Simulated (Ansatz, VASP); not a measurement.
# One calculation of La4H, two programs

```
CELL_PARAMETERS angstrom
5.94854 0.00000 0.00000
0.00000 5.94854 0.00000
0.00000 0.00000 5.94854
ATOMIC_POSITIONS crystal
La 0.50000 0.50000 0.50000
La 0.00000 0.50000 0.50000
La 0.50000 0.00000 0.50000
La 0.50000 0.50000 0.00000
H 0.00000 0.00000 0.00000
```

Change from the starting cell: species swapped into the Mn4N type (Pm-3m, No. 221).

Alike in both runs: functional PBE; k mesh 4 × 4 × 4; occupations gaussian, width 0.1 eV; no spin polarisation.

Ansatz relaxed the structure, and its values are those at the end. VASP's run is a single point on that final structure, the one shown.

|  | VASP | Ansatz |
| --- | --- | --- |
| version | VASP 6.6.1 | Ansatz 0.2.0 |
| potentials or method | VASP PAW PBE potentials, release 64 (La, H), cutoff 520 eV | scalar-relativistic, plane waves, PAW |
| valence electrons in the cell | 45 | 45 |

```tsv
	VASP	Ansatz	Ansatz less VASP
gap on the k mesh at the Fermi level (eV)	none	none	-
pressure (GPa)	0.2	0.2	+0.03
```

A gap of «none» marks a metal or a gap that the smearing closes. The functional is the same, so the differences come from potentials, cutoffs and numerics.

Neither program's run includes spin-orbit coupling.
